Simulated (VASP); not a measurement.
Here is a VASP 6.6.1 calculation.

Contents of INCAR:

```
PREC = Accurate
ENCUT = 520
EDIFF = 1E-6
ISMEAR = -1
SIGMA = 0.05
LREAL = F
LASPH = T
NELM = 80
ALGO = Normal
ISIF = 2
LWAVE = F
LCHARG = F
GGA = PS
NBANDS = 32
```

File KPOINTS:

```
Automatic mesh
0
Gamma
  7 7 4
```

Contents of POSCAR:

```
Lu
1.0
    3.5031000000      0.0000000000      0.0000000000
   -1.7515500000      3.0337735920      0.0000000000
    0.0000000000      0.0000000000      5.5509000000
Lu
2
Direct
    0.4155598034      0.7486092588      0.2500000000
    0.9177734324      0.2513905461      0.7500000000
```

Potentials or basis: VASP PAW PBE potentials, release 64 (Lu).

Command:

```console
$ cat potpaw_PBE.64/Lu/POTCAR > POTCAR
$ mpirun -np 1 vasp_std > vasp.out
```

(1) Estimate the band gap on the k mesh.

(2) What does it give for the pressure?

(3) Estimate the largest force.

Results:

(1) zero (bands 25 and 26 overlap by 1.96 eV).

(2) -2.4 GPa.

(3) 0.006 eV/Å.

Caveat: the PAW data sets were made with another functional, which shifts forces and pressure a little; spin-orbit coupling is left out, which moves the levels of the heavy elements.
